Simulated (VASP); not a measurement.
# TiTe2 (P-3m1) in VASP: notebook

The runs below take TiTe2 through single point, with PBE.

Program: VASP 6.6.1. These are calculated values, not measurements. Logs are shortened: lines on timing, memory, paths and dates and some standing lists are left out, and cuts for length are marked.

### Step 1. The cell of the first run

Symmetry: P-3m1, No. 164, trigonal system. The conventional cell has a = 3.808 Å, b = 3.808 Å, c = 6.552 Å, α = 90.00°, β = 90.00°, γ = 120.00°. Ti (site symmetry -3m) has 6 Te at 2.79 Å within 3.7 Å. Within 3.7 Å of Te (site symmetry 3m) lie 3 Ti at 2.79 Å.

### Step 2. Single point, PBE

Contents of INCAR:

```
SYSTEM = TiTe2
PREC = Accurate ; ENCUT = 520
EDIFF = 1E-6 ; ISMEAR = -1
SIGMA = 0.1 ; LREAL = .False.
LASPH = .True. ; NELM = 60
ALGO = Normal ; ISIF = 2
LWAVE = .False. ; LCHARG = .False.
GGA = PE ; NBANDS = 19
```

Contents of KPOINTS:

```
Automatic mesh
0
Gamma
  10 10 5
  0 0 0
```

Contents of POSCAR:

```
TiTe2
1.0
    3.8082162916      0.0000000000      0.0000000000
   -1.9041081458      3.2980121020      0.0000000000
    0.0000000000      0.0000000000      6.5517049148
Ti Te
1 2
Direct
    0.0000000000      0.0000000000      0.0000000000
    0.6666666667      0.3333333333      0.2628000000
    0.3333333333      0.6666666667      0.7372000000
```

Potentials or basis: VASP PAW PBE potentials, release 64 (Ti_sv, Te).

Started as:

```console
cat potpaw_PBE.64/Ti_sv/POTCAR potpaw_PBE.64/Te/POTCAR > POTCAR
mpirun -np 1 vasp_std > vasp.out
```

OUTCAR:

```text
SYSTEM = TiTe2
   PREC = Accurate
   ENCUT = 520
   EDIFF = 1E-6
   ISMEAR = -1
   LREAL = .False.
   LASPH = .True.
   NELM = 60
   ISIF = 2
   GGA = PE

 ion  position               nearest neighbor table
   1  0.000  0.000  0.000-   2 2.79   3 2.79   2 2.79   3 2.79   2 2.79   3 2.79
   2  0.667  0.333  0.263-   1 2.79   1 2.79   1 2.79
   3  0.333  0.667  0.737-   1 2.79   1 2.79   1 2.79

  LATTYP: Found a hexagonal cell.
 ALAT       =     3.8082162916
 C/A-ratio  =     1.7204130262

  Lattice vectors:

 A1 = (   3.8082162916,   0.0000000000,   0.0000000000)
 A2 = (  -1.9041081458,   3.2980121020,   0.0000000000)
 A3 = (   0.0000000000,   0.0000000000,   6.5517049148)

Analysis of symmetry for initial positions (statically):
=====================================================================
 Subroutine PRICEL returns:
 Original cell was already a primitive cell.

 Routine SETGRP: Setting up the symmetry group for a
 hexagonal supercell.

 Subroutine GETGRP returns: Found 12 space group operations
 (whereof 12 operations were pure point group operations)
 out of a pool of 24 trial point group operations.

The static configuration has the point symmetry D_3d.

Analysis of symmetry for dynamics (positions and initial velocities):
=====================================================================
 Subroutine PRICEL returns:
 Original cell was already a primitive cell.

 Routine SETGRP: Setting up the symmetry group for a
 hexagonal supercell.

 Subroutine GETGRP returns: Found 12 space group operations
 (whereof 12 operations were pure point group operations)
 out of a pool of 24 trial point group operations.

The dynamic configuration has the point symmetry D_3d.

 Subroutine INISYM returns: Found 12 space group operations
 (whereof 12 operations are pure point group operations),
 and found     1 'primitive' translations

----------------------------------------------------------------------------------------

                                     Primitive cell

  volume of cell :      82.2864

  direct lattice vectors                    reciprocal lattice vectors
     3.808216292  0.000000000  0.000000000     0.262590127  0.151606478  0.000000000
    -1.904108146  3.298012102  0.000000000     0.000000000  0.303212956  0.000000000
[... 81 lines left out ...]
   ISPIN  =      1    spin polarized calculation?
   LNONCOLLINEAR =      F non collinear calculations
   LSORBIT =      F    spin-orbit coupling
   LASPH  =      T    aspherical Exc in radial PAW
   ENCUT  =  520.0 eV  38.22 Ry    6.18 a.u.   7.08  7.08 12.18*2*pi/ulx,y,z
   NELM   =     60;   NELMIN=  2; NELMDL= -5     # of ELM steps
   EDIFF  = 0.1E-05   stopping-criterion for ELM
   LREAL  =      F    real-space projection
   EDIFFG = 0.1E-04   stopping-criterion for IOM
   NSW    =      0    number of steps for IOM
   IBRION =     -1    ionic relax: 0-MD 1-quasi-New 2-CG
   NFREE  =      0    steps in history (QN), initial steepest desc. (CG)
   ISIF   =      2    stress and relaxation
   ISYM   =      2    0-nonsym 1-usesym 2-fastsym
   POTIM  = 0.5000    time-step for ionic-motion
   TEBEG  =    0.0;   TEEND  =   0.0 temperature during run
   PSTRESS=    0.0 pullay stress
   NELECT =      24.0000    total number of electrons
   NUPDOWN=      -1.0000    fix difference up-down
   EMIN   =  10.00;   EMAX   =-10.00  energy-range for DOS
   EFERMI =   0.00;   METHOD = LEGACY
   ISMEAR =    -1;   SIGMA  =   0.10  broadening in eV -4-tet -1-fermi 0-gaus
   EFERMI_NEDOS =   21; number of points for ismear=-14 and -15
   IALGO  =     38    algorithm
   IMIX   =      4    mixing-type and parameters
     AMIX     =   0.40;   BMIX     =  1.00
     AMIX_MAG =   1.60;   BMIX_MAG =  1.00
  volume/ion in A,a.u.               =      27.43       185.10
  Fermi-wavevector in a.u.,A,eV,Ry     =   1.085682  2.051641 16.037252  1.178705
  Thomas-Fermi vector in A             =   2.221801
   LORBIT       =      0    0 simple, 1 ext, 2 COOP (PROOUT), +10 PAW based schemes
   GGA     = PE    functional components
   LHFCALC =     F    Hartree Fock is set to
   AEXX    =    0.0000 exact exchange contribution
   IVDW    =     0    specifies the selected vdW correction
   LEPSILON=     F    determine dielectric tensor
   LRPA    =     F    only Hartree local field effects (RPA)
 non-spin polarized calculation
  energy-cutoff  :      520.00
  volume of cell :       82.29
 maximum number of plane-waves:      2231
   NGX = 15   NGY = 15   NGZ = 25

 number of electron      23.9999993 magnetization

 Free energy of the ion-electron system (eV)
  ---------------------------------------------------
  ext. energy  EPLUGINS =         0.00000000
  ---------------------------------------------------
  free energy    TOTEN  =       -16.23157171 eV

  energy without entropy =      -16.18617834  energy(sigma->0) =      -16.20887502

 E-fermi :   6.5283     XC(G=0):  -9.7484

 val. band max:        6.5234210399   @ k =   0.0000   0.4000   0.4000
 cond. band min:       6.5457438968   @ k =   0.1000  -0.0000   0.4000
 fundamental gap:      0.0223228569
 Fermi energy:         6.5282915503

 k-point     1 :       0.0000    0.0000    0.0000
  band No.  band energies     occupation
      1     -51.0023      2.00000
      2     -27.2565      2.00000
      3     -27.2565      2.00000
      4     -27.2081      2.00000
      5      -5.7334      2.00000
      6      -4.3043      2.00000
[... 505 lines left out ...]
      6      -3.8550      2.00000
[... 11 lines left out ...]
     18      11.0772      0.00000
     19      11.8340      0.00000

 [... further k-points ...]

------------------------ aborting loop because EDIFF is reached ----------------------------------------

  FORCE on cell =-STRESS in cart. coord.  units (eV):
  Direction    XX          YY          ZZ          XY          YZ          ZX
  --------------------------------------------------------------------------------------
  -------------------------------------------------------------------------------------
  Total       -0.4390269     -0.4390269     -0.0670884      0.0000000      0.0000000      0.0000000
  in kB       -8.5481782     -8.5481784     -1.3062602      0.0000000      0.0000000      0.0000000
  external PRESSURE =      -6.1342056 kB  Pullay stress =       0.0000000 kB

 VOLUME and BASIS-vectors are now :
 -----------------------------------------------------------------------------
  energy-cutoff  :      520.00
  volume of cell :       82.29
      direct lattice vectors                 reciprocal lattice vectors
     3.808216292  0.000000000  0.000000000     0.262590127  0.151606478  0.000000000
    -1.904108146  3.298012102  0.000000000     0.000000000  0.303212956  0.000000000
     0.000000000  0.000000000  6.551704915     0.000000000  0.000000000  0.152632027

 POSITION                                       TOTAL-FORCE (eV/Angst)
 -----------------------------------------------------------------------------------
      0.00000      0.00000      0.00000         0.000000     -0.000000     -0.000000
      1.90411      1.09934      1.72179        -0.000000     -0.000000     -0.164002
     -0.00000      2.19867      4.82992         0.000000      0.000000      0.164002
 -----------------------------------------------------------------------------------
    total drift:                                0.000000     -0.000000      0.000000

  FREE ENERGIE OF THE ION-ELECTRON SYSTEM (eV)
  ---------------------------------------------------
  free  energy   TOTEN  =       -16.2315717069 eV

  energy  without entropy=      -16.1861783397  energy(sigma->0) =      -16.20887502
```

OSZICAR:

```text
N       E                     dE             d eps       ncg     rms          rms(c)
DAV:   1     0.179779257956E+03    0.17978E+03   -0.10758E+04  2204   0.117E+03
DAV:   2    -0.224635507922E+01   -0.18203E+03   -0.17753E+03  2365   0.297E+02
DAV:   3    -0.180579578492E+02   -0.15812E+02   -0.15352E+02  3378   0.815E+01
DAV:   4    -0.185896987038E+02   -0.53174E+00   -0.52952E+00  2871   0.142E+01
DAV:   5    -0.186085102628E+02   -0.18812E-01   -0.18803E-01  3144   0.260E+00    0.119E+01
DAV:   6    -0.189334335702E+02   -0.32492E+00   -0.40966E+01  2383   0.381E+01    0.156E+01
DAV:   7    -0.165344301074E+02    0.23990E+01   -0.36113E+01  2790   0.338E+01    0.567E+00
DAV:   8    -0.162367005426E+02    0.29773E+00   -0.15407E+00  2632   0.821E+00    0.190E+00
DAV:   9    -0.162673418766E+02   -0.30641E-01   -0.44597E-01  3017   0.408E+00    0.194E+00
DAV:  10    -0.162395334225E+02    0.27808E-01   -0.48398E-01  2638   0.455E+00    0.968E-01
DAV:  11    -0.162315748263E+02    0.79586E-02   -0.51568E-02  2561   0.158E+00    0.395E-01
DAV:  12    -0.162318720536E+02   -0.29723E-03   -0.28060E-03  2646   0.376E-01    0.292E-01
DAV:  13    -0.162315890548E+02    0.28300E-03   -0.94060E-04  2749   0.209E-01    0.752E-02
DAV:  14    -0.162315892883E+02   -0.23349E-06   -0.26434E-05  2543   0.375E-02    0.524E-02
DAV:  15    -0.162315799837E+02    0.93046E-05   -0.10181E-05  2820   0.231E-02    0.350E-02
DAV:  16    -0.162315715168E+02    0.84669E-05   -0.41258E-05  2831   0.397E-02    0.228E-03
DAV:  17    -0.162315717069E+02   -0.19012E-06   -0.80056E-07  1563   0.647E-03
   1 F= -.16231572E+02 E0= -.16208875E+02  d E =-.453934E-01
```

It took 42 s on 1 thread of Intel Xeon 6975P-C (Granite Rapids), shared host; peak memory 0.24 GiB.

Results:

| Quantity | Value |
| --- | --- |
| Free energy | -16.2316 eV |
| Pressure | -0.6 GPa |
| Largest force | 0.164 eV/Å |
| Band gap on the k mesh | zero (band 12 reaches 6.92 eV, above the bottom of band 13 at 6.35 eV) |

Forces in eV/Å, atoms in the order of the input:
```
Ti   0.000  0.000  0.000
Te   0.000  0.000 -0.164
Te   0.000  0.000  0.164
```

Levels at points of the mesh, in eV from the Fermi level:
```tsv
k point	band 10	band 11	band 12	band 13	band 14	band 15
(0.00, 0.00, 0.00)	0.36	0.39	0.39	0.53	1.01	1.01
(0.50, 0.00, 0.00)	-2.33	-1.71	-1.12	0.03	1.11	1.43
```

Caveat: spin-orbit coupling is left out, which moves the levels of the heavy elements; this functional lacks dispersion, which binds the layers, so the pressure and a relaxed spacing across them are unreliable.

### Step 3. Single point, PBE

This run uses another cell than the first one, of 28.10 Å³/atom, 1.024 times its volume.

Contents of INCAR:

```
PREC = Accurate
ENCUT = 520
EDIFF = 1E-7
ISMEAR = -1
SIGMA = 0.1
LREAL = F
LASPH = T
NELM = 80
ALGO = Normal
ISIF = 2
LWAVE = F
LCHARG = F
GGA = PE
NBANDS = 19
```

Contents of KPOINTS:

```
Automatic mesh
0
Gamma
  10 10 5
```

Contents of POSCAR:

```
TiTe2
1.0
    3.8389290397      0.0000000000      0.0000000000
   -1.9194645198      3.3246101224      0.0000000000
    0.0000000000      0.0000000000      6.6045435266
Ti Te
1 2
Direct
    0.0000000000      0.0000000000      0.0000000000
    0.6666666667      0.3333333333      0.2628000000
    0.3333333333      0.6666666667      0.7372000000
```

Potentials or basis: VASP PAW PBE potentials, release 64 (Ti_sv, Te).

Started as:

```console
cat potpaw_PBE.64/Ti_sv/POTCAR potpaw_PBE.64/Te/POTCAR > POTCAR
mpirun -np 1 vasp_std > vasp.out
```

It took 57 s on 1 thread of Intel Xeon 6975P-C (Granite Rapids), shared host; peak memory 0.25 GiB.

Results (log left out):

* Free energy: -16.2156 eV
* Pressure: -2.0 GPa
* Largest force: 0.350 eV/Å
* Band gap on the k mesh: zero (band 12 reaches 6.64 eV, above the bottom of band 13 at 6.10 eV)

Forces in eV/Å, atoms in the order of the input:
```
Ti   0.000  0.000  0.000
Te   0.000  0.000 -0.350
Te   0.000  0.000  0.350
```

Stress tensor (GPa, compression positive):
```
-2.14  0.00  0.00
 0.00 -2.14  0.00
 0.00  0.00 -1.58
```

Levels at points of the mesh, in eV from the Fermi level:
```csv
k point,band 9,band 10,band 11,band 12,band 13,band 14,band 15,band 16
"(0.00, 0.00, 0.00)",-1.61,0.37,0.39,0.39,0.49,0.95,0.95,2.86
"(0.50, 0.00, 0.00)",-2.57,-2.27,-1.68,-1.10,0.03,1.06,1.37,2.30
```

Caveat: spin-orbit coupling is left out, which moves the levels of the heavy elements; this functional lacks dispersion, which binds the layers, so the pressure and a relaxed spacing across them are unreliable.

### Step 4. Single point, PBE

This run uses another cell than the first one, of 28.77 Å³/atom, 1.049 times its volume.

Contents of INCAR:

```
SYSTEM = TiTe2
PREC = Accurate
ENCUT = 520
EDIFF = 1E-6
ISMEAR = -1
SIGMA = 0.1
LREAL = .FALSE.
LASPH = .TRUE.
NELM = 80
ALGO = Normal
ISIF = 2
LWAVE = .FALSE.
LCHARG = .TRUE.
GGA = PE
LELF = .TRUE.
LVHAR = .TRUE.
NBANDS = 19
```

Contents of KPOINTS:

```
regular mesh
0
G
  10 10 5
  0 0 0
```

Contents of POSCAR:

```
TiTe2
1.0
    3.8691580720      0.0000000000      0.0000000000
   -1.9345790360      3.3507892327      0.0000000000
    0.0000000000      0.0000000000      6.6565499476
Ti Te
1 2
Direct
    0.0000000000      0.0000000000      0.0000000000
    0.6666666667      0.3333333333      0.2628000000
    0.3333333333      0.6666666667      0.7372000000
```

Started as:

```console
cat potpaw_PBE.64/Ti_sv/POTCAR potpaw_PBE.64/Te/POTCAR > POTCAR
mpirun -np 1 vasp_std > vasp.out
```

Wall time 54 s (1 thread of Intel Xeon 6975P-C (Granite Rapids), shared host); peak memory 0.25 GiB.

The run converged. Its results:

* Free energy: -16.1838 eV
* Pressure: -3.1 GPa
* Largest force: 0.520 eV/Å
* Band gap on the k mesh: zero (band 12 reaches 6.37 eV, above the bottom of band 13 at 5.86 eV)

Forces on the atoms (eV/Å):
```
Ti   0.000  0.000  0.000
Te   0.000  0.000 -0.520
Te   0.000  0.000  0.520
```

Stress tensor (GPa, compression positive):
```
-3.29  0.00  0.00
 0.00 -3.29  0.00
 0.00  0.00 -2.87
```

Levels at points of the mesh, in eV from the Fermi level:
```
           k point  band 8  band 9  band 10  band 11  band 12  band 13  band 14  band 15  band 16  band 17
(0.00, 0.00, 0.00)   -1.57   -1.57     0.37     0.38     0.38     0.44     0.90     0.90     2.77     2.77
(0.50, 0.00, 0.00)   -3.42   -2.51    -2.22    -1.64    -1.08     0.04     1.02     1.32     2.25     3.01
```

Caveat: spin-orbit coupling is left out, which moves the levels of the heavy elements; this functional lacks dispersion, which binds the layers, so the pressure and a relaxed spacing across them are unreliable.

### Step 5. Single point, PBE

This run uses another cell than the first one, of 29.44 Å³/atom, 1.073 times its volume.

Contents of INCAR:

```
SYSTEM = TiTe2
PREC     = Accurate       ! precision mode
ENCUT    = 520            ! plane-wave cutoff, eV
EDIFF    = 1E-7           ! SCF threshold, eV
ISMEAR   = -1             ! smearing method
SIGMA    = 0.1            ! smearing width, eV
LREAL    = .FALSE.        ! projectors in reciprocal space
LASPH    = .TRUE.         ! aspherical terms in the spheres
NELM     = 60             ! most SCF steps
ALGO     = Normal         ! electronic algorithm
ISIF     = 2              ! what is computed and relaxed
LWAVE    = .FALSE.        ! write WAVECAR
LCHARG   = .FALSE.        ! write CHGCAR
GGA      = PE             ! functional
NBANDS   = 19             ! bands
```

KPOINTS is that of step 4.

Contents of POSCAR:

```
TiTe2
1.0
    3.8989219961      0.0000000000      0.0000000000
   -1.9494609980      3.3765655475      0.0000000000
    0.0000000000      0.0000000000      6.7077561902
Ti Te
1 2
Direct
    0.0000000000      0.0000000000      0.0000000000
    0.6666666667      0.3333333333      0.2628000000
    0.3333333333      0.6666666667      0.7372000000
```

Started as:

```console
cat potpaw_PBE.64/Ti_sv/POTCAR potpaw_PBE.64/Te/POTCAR > POTCAR
mpirun -np 1 vasp_std > vasp.out
```

Run time: 65 s. Hardware: 1 thread of Intel Xeon 6975P-C (Granite Rapids), shared host; peak memory 0.26 GiB.

Results (log left out):

```
Free energy            : -16.1380 eV
Pressure               : -4.2 GPa
Largest force          : 0.676 eV/Å
Band gap on the k mesh : zero (band 12 reaches 6.10 eV, above the bottom of band 13 at 5.62 eV)
```

Forces in eV/Å, atoms in the order of the input:
```
Ti   0.000  0.000  0.000
Te   0.000  0.000 -0.676
Te   0.000  0.000  0.676
```

Stress tensor (GPa, compression positive):
```
-4.27  0.00  0.00
 0.00 -4.27  0.00
 0.00  0.00 -3.99
```

Levels at points of the mesh, in eV from the Fermi level:
| k point | band 8 | band 9 | band 10 | band 11 | band 12 | band 13 | band 14 | band 15 | band 16 | band 17 |
| --- | --- | --- | --- | --- | --- | --- | --- | --- | --- | --- |
| (0.00, 0.00, 0.00) | -1.54 | -1.54 | 0.37 | 0.37 | 0.37 | 0.41 | 0.85 | 0.85 | 2.68 | 2.68 |
| (0.50, 0.00, 0.00) | -3.34 | -2.45 | -2.16 | -1.61 | -1.06 | 0.04 | 0.99 | 1.27 | 2.20 | 2.91 |

Caveat: spin-orbit coupling is left out, which moves the levels of the heavy elements; this functional lacks dispersion, which binds the layers, so the pressure and a relaxed spacing across them are unreliable.

### Step 6. Overview

```csv
cell,gap on the mesh (eV),pressure (GPa),largest force (eV/Å)
"a = 3.808, b = 3.808, c = 6.552 Å, angles 90.0, 90.0, 120.0°, 3 atoms",none,-0.6,0.16
"a = 3.839, b = 3.839, c = 6.605 Å, angles 90.0, 90.0, 120.0°, 3 atoms",none,-2.0,0.35
"a = 3.869, b = 3.869, c = 6.657 Å, angles 90.0, 90.0, 120.0°, 3 atoms",none,-3.1,0.52
"a = 3.899, b = 3.899, c = 6.708 Å, angles 90.0, 90.0, 120.0°, 3 atoms",none,-4.2,0.68
```

Alike in all rows: task single point; level PBE; potentials or basis VASP PAW PBE potentials, release 64 (Ti_sv, Te); no spin polarisation; k mesh 10 × 10 × 5; cutoff (eV) 520; smearing fermi-dirac 0.1 eV.

Caveats: spin-orbit coupling is left out, which moves the levels of the heavy elements; this functional lacks dispersion, which binds the layers, so the pressure and a relaxed spacing across them are unreliable.

Total energies depend on the potentials used, so only differences within one code and one set of settings carry meaning.
